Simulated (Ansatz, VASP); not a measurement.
# One calculation of GaN, two programs

```
Ga N
1.0
     0.00000    2.13448    2.13448
     2.13448    0.00000    2.13448
     2.13448    2.13448    0.00000
Ga N
1 1
Direct
  0.00000 0.00000 0.00000
  0.25000 0.25000 0.25000
```

Change from the starting cell: hydrostatic strain -5.1%.

Alike in both runs: task single point; functional HSE06; k mesh 6 × 6 × 6; no spin polarisation.

|  | VASP | Ansatz |
| --- | --- | --- |
| version | VASP 6.6.1 | Ansatz 0.2.0 |
| potentials or method | VASP PAW PBE potentials, release 64 (Ga_d, N) | plane waves, PAW |
| plane-wave cutoff (eV) | 520 | 420 |
| occupations | gaussian, width 0.01 eV | fixed |
| valence electrons in the cell | 18 | 18 |

```csv
,VASP,Ansatz,Ansatz less VASP
gap on the k mesh at the Fermi level (eV),4.18,4.15,-0.035
pressure (GPa),42.8,43.3,+0.51
```

Both programs put the cell under a high pressure, so it lies far from rest at this level. Ansatz's warnings: stress exchange threshold loose, stress scf threshold loose.

The k mesh is coarse, so the values compare programs but aren't converged.
